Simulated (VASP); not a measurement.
MgB2, 3 atoms in the cell. Symmetry: P6/mmm, No. 191, hexagonal system. The conventional cell has a = 3.105 Å, b = 3.105 Å, c = 3.546 Å, α = 90.00°, β = 90.00°, γ = 120.00°. Mg (site symmetry 6/mmm) has 12 B at 2.52 Å and 6 Mg at 3.11 Å within 3.3 Å. Within 2.4 Å of B (site symmetry -6m2) lie 3 B at 1.79 Å.  This cell differs from its parent crystal: volume scaled by 1.02.

```yaml
Program: VASP 6.6.1
Task: single point
Functional: LDA
Potentials_or_basis: VASP PAW LDA potentials, release 64 (Mg, B)
Cutoff: 520 eV
k_mesh: 10 × 10 × 8
Occupations: fermi-dirac, width 0.05 eV
Spin: no spin polarisation
Dipole_correction: no
Further_INCAR_settings: ALGO = Normal; EDIFF = 1e-07; NBANDS = 11
```

Potentials or basis: VASP PAW LDA potentials, release 64 (Mg, B).

Run with:

```sh
$ cat potpaw_LDA.64/Mg/POTCAR potpaw_LDA.64/B/POTCAR > POTCAR
$ mpirun -np 1 vasp_std > vasp.out
```

Hardware: 1 thread of AMD EPYC 7R43 64-Core Processor (Zen 3) (shared host).

Problem. Estimate the wall time of this run.

Solution. It took 14 s on 1 thread of AMD EPYC 7R43 64-Core Processor (Zen 3), on a shared host, peak memory 0.11 GiB. Counts: scf iterations 12, k points 70.
